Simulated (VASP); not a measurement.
# Sb (R-3m) in VASP: single point with r2SCAN

Aim: the single point of Sb with r2SCAN.

Program: VASP 6.6.1. These are calculated values, not measurements. Logs are shortened: lines on timing, memory, paths and dates and some standing lists are left out, and cuts for length are marked.

### 1 The cell of the first run

Symmetry: R-3m, No. 166, trigonal system. The conventional cell has a = 4.341 Å, b = 4.341 Å, c = 11.613 Å, α = 90.00°, β = 90.00°, γ = 120.00°. Sb (site symmetry 3m) has 6 Sb at 2.92 to 3.45 Å within 3.8 Å.

### 2 Single point, r2SCAN

Input file POSCAR:

```
Sb
1.0
    2.1706020527      1.2531976795      3.8710910875
   -2.1706020527      1.2531976795      3.8710910875
    0.0000000000     -2.5063953589      3.8710910875
Sb
2
Direct
    0.2313018333      0.2313018333      0.2313018333
    0.7686981667      0.7686981667      0.7686981667
```

Input file INCAR.step1:

```
SYSTEM = Sb
PREC     = Accurate       ! precision mode
ENCUT    = 520            ! plane-wave cutoff, eV
ISMEAR   = -1             ! smearing method
SIGMA    = 0.1            ! smearing width, eV
LREAL    = .FALSE.        ! projectors in reciprocal space
LASPH    = .TRUE.         ! aspherical terms in the spheres
NELM     = 100            ! most SCF steps
NBANDS   = 12             ! bands
GGA      = PE             ! functional
ALGO     = Normal         ! electronic algorithm
EDIFF    = 1E-4           ! SCF threshold, eV
LWAVE    = .TRUE.         ! write WAVECAR
LCHARG   = .FALSE.        ! write CHGCAR
```

Input file INCAR.step2:

```
SYSTEM = Sb
PREC     = Accurate       ! precision mode
ENCUT    = 520            ! plane-wave cutoff, eV
EDIFF    = 1E-6           ! SCF threshold, eV
ISMEAR   = -1             ! smearing method
SIGMA    = 0.1            ! smearing width, eV
LREAL    = .FALSE.        ! projectors in reciprocal space
LASPH    = .TRUE.         ! aspherical terms in the spheres
NELM     = 100            ! most SCF steps
ALGO     = Normal         ! electronic algorithm
ISIF     = 2              ! what is computed and relaxed
LWAVE    = .FALSE.        ! write WAVECAR
LCHARG   = .FALSE.        ! write CHGCAR
METAGGA  = R2SCAN         ! meta-GGA
LMIXTAU  = .TRUE.       
NBANDS   = 12             ! bands
ISTART   = 1
```

Input file KPOINTS:

```
Automatic mesh
0
G
  14 14 14
  0 0 0
```

Potentials or basis: VASP PAW PBE potentials, release 64 (Sb).

The run is started by

```
> cat potpaw_PBE.64/Sb/POTCAR > POTCAR
> cp INCAR.step1 INCAR
> mpirun -np 1 vasp_std > vasp.out
> cp INCAR.step2 INCAR
> mpirun -np 1 vasp_std > vasp.out
```

OUTCAR:

```text
SYSTEM = Sb
   PREC = Accurate
   ENCUT = 520
   EDIFF = 1E-6
   ISMEAR = -1
   LREAL = .FALSE.
   LASPH = .TRUE.
   NELM = 100
   ISIF = 2
   METAGGA = R2SCAN
   ISTART = 1

 ion  position               nearest neighbor table
   1  0.231  0.231  0.231-   2 2.92   2 2.92   2 2.92   2 3.45   2 3.45   2 3.45
   2  0.769  0.769  0.769-   1 2.92   1 2.92   1 2.92   1 3.45   1 3.45   1 3.45

  LATTYP: Found a trigonal (rhomboedric) cell.
 ALAT       =     4.6116552238
 COS(alpha) =     0.5569255040

  Lattice vectors:

 A1 = (   2.1706020527,   1.2531976795,   3.8710910875)
 A2 = (  -2.1706020527,   1.2531976795,   3.8710910875)
 A3 = (   0.0000000000,  -2.5063953589,   3.8710910875)

Analysis of symmetry for initial positions (statically):
=====================================================================
 Subroutine PRICEL returns:
 Original cell was already a primitive cell.

 Routine SETGRP: Setting up the symmetry group for a
 trigonal (rhombohedral) supercell.

 Subroutine GETGRP returns: Found 12 space group operations
 (whereof 12 operations were pure point group operations)
 out of a pool of 12 trial point group operations.

The static configuration has the point symmetry D_3d.

Analysis of symmetry for dynamics (positions and initial velocities):
=====================================================================
 Subroutine PRICEL returns:
 Original cell was already a primitive cell.

 Routine SETGRP: Setting up the symmetry group for a
 trigonal (rhombohedral) supercell.

 Subroutine GETGRP returns: Found 12 space group operations
 (whereof 12 operations were pure point group operations)
 out of a pool of 12 trial point group operations.

The dynamic configuration has the point symmetry D_3d.

 Subroutine INISYM returns: Found 12 space group operations
 (whereof 12 operations are pure point group operations),
 and found     1 'primitive' translations

----------------------------------------------------------------------------------------

                                     Primitive cell

  volume of cell :      63.1807

  direct lattice vectors                    reciprocal lattice vectors
     2.170602053  1.253197679  3.871091087     0.230350837  0.132993118  0.086108367
    -2.170602053  1.253197679  3.871091087    -0.230350837  0.132993118  0.086108367
     0.000000000 -2.506395359  3.871091087     0.000000000 -0.265986236  0.086108367

  length of vectors
     4.611655224  4.611655224  4.611655224     0.279577053  0.279577053  0.279577053

  position of ions in fractional coordinates (direct lattice)
     0.231301833  0.231301833  0.231301833
     0.768698167  0.768698167  0.768698167

  ion indices of the primitive-cell ions
   primitive index   ion index
                 1           1
                 2           2

----------------------------------------------------------------------------------------

 KPOINTS: Automatic mesh

Automatic generation of k-mesh.
 Grid dimensions read from file:
 generate k-points for:   14   14   14

 Generating k-lattice:

  Cartesian coordinates                     Fractional coordinates (reciprocal lattice)
     0.016453631  0.009499508  0.006150598     0.071428571  0.000000000  0.000000000
    -0.016453631  0.009499508  0.006150598     0.000000000  0.071428571  0.000000000
     0.000000000 -0.018999017  0.006150598     0.000000000  0.000000000  0.071428571

  Length of vectors
     0.019969789  0.019969789  0.019969789

  Shift w.r.t. Gamma in fractional coordinates (k-lattice)
     0.000000000  0.000000000  0.000000000

 Subroutine IBZKPT returns following result:
 ===========================================

 Found    288 irreducible k-points:

 Following reciprocal coordinates:
            Coordinates               Weight
  0.000000  0.000000  0.000000      1.000000
  0.071429 -0.000000  0.000000      6.000000
  0.142857  0.000000  0.000000      6.000000
  0.214286 -0.000000  0.000000      6.000000
  0.285714  0.000000  0.000000      6.000000
  0.357143 -0.000000  0.000000      6.000000
[... 16 lines left out ...]
  0.214286  0.142857  0.000000     12.000000
  0.285714  0.142857  0.000000     12.000000
 [... further k-points ...]
   k-points           NKPTS =    288   k-points in BZ     NKDIM =    288   number of bands    NBANDS=     12
   number of dos      NEDOS =    301   number of ions     NIONS =      2
   total plane-waves  NPLWV =  46656
   dimension x,y,z NGX =    36 NGY =   36 NGZ =   36
   dimension x,y,z NGXF=    72 NGYF=   72 NGZF=   72
   ions per type =               2
   NGX,Y,Z   is equivalent  to a cutoff of  12.98, 12.98, 12.98 a.u.
   NGXF,Y,Z  is equivalent  to a cutoff of  25.96, 25.96, 25.96 a.u.
 SYSTEM =  Sb
   PREC   = accura    normal or accurate (medium, high low for compatibility)
   ISTART =      1    job   : 0-new  1-cont  2-samecut
   ICHARG =      0    charge: 1-file 2-atom 10-const
   ISPIN  =      1    spin polarized calculation?
   LNONCOLLINEAR =      F non collinear calculations
   LSORBIT =      F    spin-orbit coupling
   LASPH  =      T    aspherical Exc in radial PAW
   ENCUT  =  520.0 eV  38.22 Ry    6.18 a.u.   8.57  8.57  8.57*2*pi/ulx,y,z
   NELM   =    100;   NELMIN=  2; NELMDL=  0     # of ELM steps
   EDIFF  = 0.1E-05   stopping-criterion for ELM
   LREAL  =      F    real-space projection
   EDIFFG = 0.1E-04   stopping-criterion for IOM
   NSW    =      0    number of steps for IOM
   IBRION =     -1    ionic relax: 0-MD 1-quasi-New 2-CG
   NFREE  =      0    steps in history (QN), initial steepest desc. (CG)
   ISIF   =      2    stress and relaxation
   ISYM   =      2    0-nonsym 1-usesym 2-fastsym
   POTIM  = 0.5000    time-step for ionic-motion
   TEBEG  =    0.0;   TEEND  =   0.0 temperature during run
   PSTRESS=    0.0 pullay stress
   NELECT =      10.0000    total number of electrons
   NUPDOWN=      -1.0000    fix difference up-down
   EMIN   =  10.00;   EMAX   =-10.00  energy-range for DOS
   EFERMI =   0.00;   METHOD = LEGACY
   ISMEAR =    -1;   SIGMA  =   0.10  broadening in eV -4-tet -1-fermi 0-gaus
   EFERMI_NEDOS =   21; number of points for ismear=-14 and -15
   IALGO  =     38    algorithm
   IMIX   =      4    mixing-type and parameters
     AMIX     =   0.40;   BMIX     =  1.00
     AMIX_MAG =   1.60;   BMIX_MAG =  1.00
  volume/ion in A,a.u.               =      31.59       213.18
  Fermi-wavevector in a.u.,A,eV,Ry     =   0.885551  1.673448 10.669686  0.784200
  Thomas-Fermi vector in A             =   2.006599
   LORBIT       =      0    0 simple, 1 ext, 2 COOP (PROOUT), +10 PAW based schemes
   METAGGA = R2SCAN    functional components
   LHFCALC =     F    Hartree Fock is set to
   AEXX    =    0.0000 exact exchange contribution
   IVDW    =     0    specifies the selected vdW correction
   LEPSILON=     F    determine dielectric tensor
   LRPA    =     F    only Hartree local field effects (RPA)
 non-spin polarized calculation
  energy-cutoff  :      520.00
  volume of cell :       63.18
 maximum number of plane-waves:      1726
 NGX is ok and might be reduce to    36
   NGX = 17   NGY = 17   NGZ = 17

 number of electron      10.0000000 magnetization

 Free energy of the ion-electron system (eV)
  ---------------------------------------------------
  ext. energy  EPLUGINS =         0.00000000
  ---------------------------------------------------
  free energy    TOTEN  =       -51.39431848 eV

  energy without entropy =      -51.38684915  energy(sigma->0) =      -51.39058382

 E-fermi :   6.7629     XC(G=0):  -9.7775

 val. band max:        6.7450976410   @ k =   0.4286   0.0714   0.0714
 cond. band min:       6.8348035112   @ k =   0.3571   0.1429   0.1429
 fundamental gap:      0.0897058702
 Fermi energy:         6.7629090281

 k-point     1 :       0.0000    0.0000    0.0000
  band No.  band energies     occupation
      1      -6.3507      2.00000
      2       1.6561      2.00000
      3       4.4812      2.00000
      4       4.7941      2.00000
      5       4.7941      2.00000
      6       8.6113      0.00000
      7       9.3492      0.00000
      8       9.3492      0.00000
      9      12.2977      0.00000
     10      12.2977      0.00000
     11      12.5241      0.00000
     12      13.8822      0.00000

 k-point     2 :       0.0714   -0.0000    0.0000
  band No.  band energies     occupation
      1      -6.2934      2.00000
      2       1.4008      2.00000
      3       4.5140      2.00000
      4       4.7726      2.00000
      5       4.8638      2.00000
      6       8.6376      0.00000
      7       9.2093      0.00000
      8       9.2428      0.00000
      9      11.9792      0.00000
     10      12.2670      0.00000
     11      12.3111      0.00000
     12      14.2735      0.00000

 k-point     3 :       0.1429    0.0000    0.0000
  band No.  band energies     occupation
      1      -6.1220      2.00000
      2       0.7616      2.00000
      3       4.5156      2.00000
      4       4.7164      2.00000
      5       5.0883      2.00000
      6       8.5579      0.00000
      7       8.8860      0.00000
      8       8.9418      0.00000
      9      11.6411      0.00000
     10      12.1568      0.00000
     11      12.3947      0.00000
     12      15.1628      0.00000
[... 286 lines left out ...]
 k-point    23 :       0.2143    0.1429    0.0000
  band No.  band energies     occupation
      1      -5.8700      2.00000
      2       0.2088      2.00000
      3       3.7860      2.00000
      4       4.1728      2.00000
      5       5.8992      1.99965
      6       7.6201      0.00038
      7       9.0554      0.00000
      8       9.7761      0.00000
      9      11.2929      0.00000
     10      12.9549      0.00000
     11      13.4486      0.00000
     12      14.7327      0.00000

 k-point    24 :       0.2857    0.1429    0.0000
  band No.  band energies     occupation
      1      -5.5645      2.00000
      2      -0.4611      2.00000
      3       3.6341      2.00000
      4       4.0350      2.00000
      5       5.5765      1.99999
      6       7.8766      0.00003
      7       9.1202      0.00000
      8       9.4887      0.00000
      9      11.0746      0.00000
     10      13.4764      0.00000
     11      13.9985      0.00000
     12      15.6171      0.00000

 [... further k-points ...]
[... 5 lines left out ...]
  --------------------------------------------------------------------------------------
  -------------------------------------------------------------------------------------
  Total        0.0457390      0.0457390      0.0433224      0.0000000      0.0000000      0.0000000
  in kB        1.1598782      1.1598782      1.0985965      0.0000000      0.0000000      0.0000000
  external PRESSURE =       1.1394510 kB  Pullay stress =       0.0000000 kB

 VOLUME and BASIS-vectors are now :
 -----------------------------------------------------------------------------
  energy-cutoff  :      520.00
  volume of cell :       63.18
      direct lattice vectors                 reciprocal lattice vectors
     2.170602053  1.253197679  3.871091087     0.230350837  0.132993118  0.086108367
    -2.170602053  1.253197679  3.871091087    -0.230350837  0.132993118  0.086108367
     0.000000000 -2.506395359  3.871091087     0.000000000 -0.265986236  0.086108367

 POSITION                                       TOTAL-FORCE (eV/Angst)
 -----------------------------------------------------------------------------------
      0.00000      0.00000      2.68617         0.000000      0.000000      0.072293
      0.00000      0.00000      8.92710         0.000000     -0.000000     -0.072293
 -----------------------------------------------------------------------------------
    total drift:                                0.000000     -0.000000      0.000000

  FREE ENERGIE OF THE ION-ELECTRON SYSTEM (eV)
  ---------------------------------------------------
  free  energy   TOTEN  =       -51.3943184840 eV

  energy  without entropy=      -51.3868491532  energy(sigma->0) =      -51.39058382
```

Wall time 16 min (1 thread of Intel Xeon 8259CL, shared host); peak memory 0.35 GiB.

Results:

| Property | Result |
| --- | --- |
| Free energy | -51.3943 eV |
| Pressure | 0.1 GPa |
| Largest force | 0.072 eV/Å |
| Band gap on the k mesh | zero (bands 5 and 6 overlap by 0.28 eV) |

Forces in eV/Å, atoms in the order of the input:
```
Sb   0.000  0.000  0.072
Sb   0.000  0.000 -0.072
```

Caveat: the PAW data sets were made with another functional, which shifts forces and pressure a little; spin-orbit coupling is left out, which moves the levels of the heavy elements.

The gap in the log of VASP goes by the Fermi energy; the results here count the filled bands.